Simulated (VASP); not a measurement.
Set up this calculation in VASP 6.6.1, as the native input.

```
Task                   : single point
Functional             : LDA
Potentials or basis    : VASP PAW LDA potentials, release 64 (Al, Au)
Cutoff                 : 520 eV
k mesh                 : 16 × 16 × 16
Occupations            : gaussian, width 0.15 eV
Spin                   : no spin polarisation
Dipole correction      : no
Further INCAR settings : ALGO = Fast; EDIFF = 1e-06; NBANDS = 20
```

The structure of AlAu2 lies in POSCAR:

```
AlAu2
1.0
   -1.6827788245      1.6827788245      4.1734597627
    1.6827788245     -1.6827788245      4.1734597627
    1.6827788245      1.6827788245     -4.1734597627
Al Au
1 2
Direct
    0.0000000000      0.0000000000      0.0000000000
    0.6685935503      0.6685935503      0.0000000000
    0.3314064497      0.3314064497      0.0000000000
```

This cell differs from its parent crystal: c/a of the conventional cell at fixed volume 2.4801.

These files were run (other wordings do the same):

INCAR

```
ALGO = Fast
EDIFF = 1E-6
ENCUT = 520
ISIF = 2
ISMEAR = 0
LASPH = True
LCHARG = False
LREAL = False
LWAVE = False
NBANDS = 20
NELM = 80
PREC = Accurate
SIGMA = 0.15
```

KPOINTS

```
k-points
0
Gamma
  16 16 16
```

Potentials or basis: VASP PAW LDA potentials, release 64 (Al, Au).

Run with:

```console
$ cat potpaw_LDA.64/Al/POTCAR potpaw_LDA.64/Au/POTCAR > POTCAR
$ mpirun -np 1 vasp_std > vasp.out
```

It gave:

```yaml
Pressure: 2.2 GPa
Largest_force: 1.085 eV/Å
```

Caveat: forces of over 1 eV/Å act on the atoms, so gaps and moduli don't describe the material at rest.

Wall time 4.7 min on 1 thread of Intel(R) Xeon(R) 6975P-C (Granite Rapids) (shared host), peak memory 0.4 GiB.
